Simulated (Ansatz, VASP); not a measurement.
**Two plane-wave programs on Ge**

File INCAR:

```
PREC = Accurate
ENCUT = 520
EDIFF = 1E-8
ISMEAR = -1
SIGMA = 0.05
LREAL = False
LASPH = True
NELM = 80
ALGO = Normal
ISIF = 2
LWAVE = False
LCHARG = False
GGA = PS
LEFG = True
NBANDS = 36
```

File KPOINTS:

```
regular mesh
0
Gamma
  11 11 6
```

The input POSCAR:

```
Ge
1.0
    3.9975858431      0.0000000000      0.0000000000
   -1.9987929216      3.4620108940      0.0000000000
    0.0000000000      0.0000000000      6.5993779500
Ge
4
Direct
    0.6666666667      0.3333333333      0.0629012500
    0.3333333333      0.6666666667      0.5629012500
    0.6666666667      0.3333333333      0.4370987500
    0.3333333333      0.6666666667      0.9370987500
```

Input for Ansatz:

```yaml
crystal:
  lattice:
    - [3.9975858431, 0.0, 0.0]
    - [-1.9987929216, 3.462010894, 0.0]
    - [0.0, 0.0, 6.59937795]
  atoms:
    - { symbol: Ge, position: [0.6666666667, 0.3333333333, 0.06290125] }
    - { symbol: Ge, position: [0.3333333333, 0.6666666667, 0.56290125] }
    - { symbol: Ge, position: [0.6666666667, 0.3333333333, 0.43709875] }
    - { symbol: Ge, position: [0.3333333333, 0.6666666667, 0.93709875] }
kpoints:
  mp_grid: { grid: [11, 11, 6] }
  band_path:
    path:
      - [0.0, 0.0, 0.0]
      - [0.5, 0.0, 0.0]
      - [0.3333333333, 0.3333333333, 0.0]
      - [0.0, 0.0, 0.0]
      - [0.0, 0.0, 0.5]
      - [0.5, 0.0, 0.5]
      - [0.3333333333, 0.3333333333, 0.5]
      - [0.0, 0.0, 0.5]
      - [0.5, 0.0, 0.5]
    npoints: 14
scf:
  occupations: { method: fermi_dirac, width: 0.05 }
hamiltonian:
  xc: pbesol
  pseudopotentials: { kind: paw }
output:
  forces: true
  stress: true
  eigenvalues: true
  efg: { contact_densities: true }
  populations: true
  bader: true
  dos: { projected: true, de: 0.2, e_range: [-14, 8] }
  write_density: true
  write_potential: true
  elf: true
  volumetric_format: npy
```

Alike in both runs: task electric field gradients; functional PBEsol; k mesh 11 × 11 × 6; occupations fermi-dirac, width 0.05 eV; no spin polarisation.

|  | VASP | Ansatz |
| --- | --- | --- |
| version | VASP 6.6.1 | Ansatz 0.2.0 |
| potentials or method | VASP PAW PBE potentials, release 64 (Ge_d) | PAW with Ansatz's default frozen-core files, scalar-relativistic |
| plane-wave cutoff (eV) | 520 | 420 |
| valence electrons in the cell | 56 | 56 |

```tsv
	VASP	Ansatz	Ansatz less VASP
pressure (GPa)	-0.1	-0.1	+0.08
traceless stress, the component that is largest in VASP (GPa)	-0.08	-0.08	-0.004
size of Vzz on the site where it differs most (V/Å²)	7.7	7.8	+0.16
```

VASP's potentials were made for PBE, not for PBEsol. With one functional, cell and mesh, what is left measures potentials, basis and numerics.
